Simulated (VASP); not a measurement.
A run of VASP 6.6.1:

Contents of INCAR:

```
PREC     = Accurate       # precision mode
ENCUT    = 600            # plane-wave cutoff, eV
EDIFF    = 1E-6           # SCF threshold, eV
ISMEAR   = 0              # smearing method
SIGMA    = 0.1            # smearing width, eV
LREAL    = False          # projectors in reciprocal space
LASPH    = True           # aspherical terms in the spheres
NELM     = 100            # most SCF steps
ALGO     = Normal         # electronic algorithm
ISIF     = 3              # what is computed and relaxed
LWAVE    = False          # write WAVECAR
LCHARG   = False          # write CHGCAR
GGA      = PE             # functional
IBRION   = 2              # ionic algorithm
NSW      = 90             # ionic steps
EDIFFG   = -0.04          # ionic threshold
```

KPOINTS

```
Automatic mesh
0
Gamma
  4 4 4
```

File POSCAR:

```
Si4P
1.0
   -2.6860151500      2.6860151500      2.6860151500
    2.6860151500     -2.6860151500      2.6860151500
    2.6860151500      2.6860151500     -2.6860151500
Si P
4 1
Direct
    0.5000000000      0.5000000000      0.5000000000
    0.5000000000      0.0000000000      0.0000000000
    0.0000000000      0.0000000000      0.5000000000
    0.0000000000      0.5000000000      0.0000000000
    0.0000000000      0.0000000000      0.0000000000
```

Potentials or basis: VASP PAW PBE potentials, release 64 (Si, P).

The run is started by

```sh
$ cat potpaw_PBE.64/Si/POTCAR potpaw_PBE.64/P/POTCAR > POTCAR
$ mpirun -np 1 vasp_std > vasp.out
```

Hardware: 1 thread of Intel(R) Xeon(R) Platinum 8259CL CPU @ 2.50GHz (Skylake/Cascade Lake), on a shared host.

Question: Estimate the wall time of this run.

Answer: It took 29 s on 1 thread of Intel(R) Xeon(R) Platinum 8259CL CPU @ 2.50GHz (Skylake/Cascade Lake), on a shared host, peak memory 0.23 GiB. Counts: scf iterations 27, k points 8, ion steps 3.
